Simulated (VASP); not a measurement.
Set up this calculation in VASP 6.6.1, as the native input.

```yaml
Task: single point
Functional: PBE
Dispersion: D3(BJ)
Potentials_or_basis: VASP PAW PBE potentials, release 64 (W_sv, C, Cl, H)
Cutoff: 520 eV
k_mesh: 3 × 3 × 1
Occupations: fermi-dirac, width 0.1 eV
Spin: no spin polarisation
Dipole_correction: no
Further_INCAR_settings: LREAL = Auto; ALGO = Normal; EDIFF = 1e-06; NBANDS = 91
```

The structure of HW8C8Cl lies in POSCAR:

```
HW8C8Cl
1.0
    5.7996800000      0.0000000000      0.0000000000
    0.0000000000      5.6750600000      0.0000000000
    0.0000000000      0.0000000000     16.1855590000
W C Cl H
8 8 1 1
Direct
    0.0000000000      0.0000000000      0.0617834701
    0.2454100916     -0.0131276145      0.2172801075
    0.0000000000      0.4999947137      0.0617834701
    0.2431685886      0.4770522250      0.2164769224
    0.4999931031      0.0000000000      0.0617834701
    0.7461273725     -0.0157355165      0.2115774932
    0.4999931031      0.4999947137      0.0617834701
    0.7512138601      0.4898802832      0.2137955198
   -0.0000172423      0.2494070547      0.1612486785
    0.4436279243      0.1791522909      0.2963320575
   -0.0195355606      0.7478158821      0.1561824340
    0.0216908519      0.6209449768      0.3116111096
    0.4837335853      0.2350635940      0.1551506500
    0.6737785533      0.2494775386      0.3138353146
    0.4882855606      0.7273931906      0.1663643499
    0.8387876573      0.7580184174      0.3054883677
    0.2748427499      0.0620257759      0.3827485971
   -0.2636179927      0.2455128228      0.3789736270
```

One way to write it, as run:

INCAR

```
SYSTEM = HW8C8Cl
PREC     = Accurate       ! precision mode
ENCUT    = 520            ! plane-wave cutoff, eV
EDIFF    = 1E-6           ! SCF threshold, eV
ISMEAR   = -1             ! smearing method
SIGMA    = 0.1            ! smearing width, eV
LREAL    = Auto         
LASPH    = .True.         ! aspherical terms in the spheres
NELM     = 100            ! most SCF steps
ALGO     = Normal         ! electronic algorithm
ISIF     = 2              ! what is computed and relaxed
LWAVE    = .False.        ! write WAVECAR
LCHARG   = .False.        ! write CHGCAR
GGA      = PE             ! functional
IVDW     = 12             ! dispersion correction
NBANDS   = 91             ! bands
```

KPOINTS

```
regular mesh
0
Gamma
  3 3 1
  0 0 0
```

Potentials or basis: VASP PAW PBE potentials, release 64 (W_sv, C, Cl, H).

Launch:

```console
$ cat potpaw_PBE.64/W_sv/POTCAR potpaw_PBE.64/C/POTCAR potpaw_PBE.64/Cl/POTCAR potpaw_PBE.64/H/POTCAR > POTCAR
$ mpirun -np 1 vasp_std > vasp.out
```

Results of the run:

```
Largest force              : 2.008 eV/Å
Band gap on the k mesh     : zero (bands 76 and 77 overlap by 0.32 eV)
Dispersion energy per atom : -0.252 eV
```

Caveat: the k points lie up to 0.37 Å⁻¹ apart; spin-orbit coupling is left out, which moves the levels of the heavy elements.

It took 5.7 min on 1 thread of Intel(R) Xeon(R) 6975P-C (Granite Rapids), with other jobs on the host, peak memory 0.61 GiB.
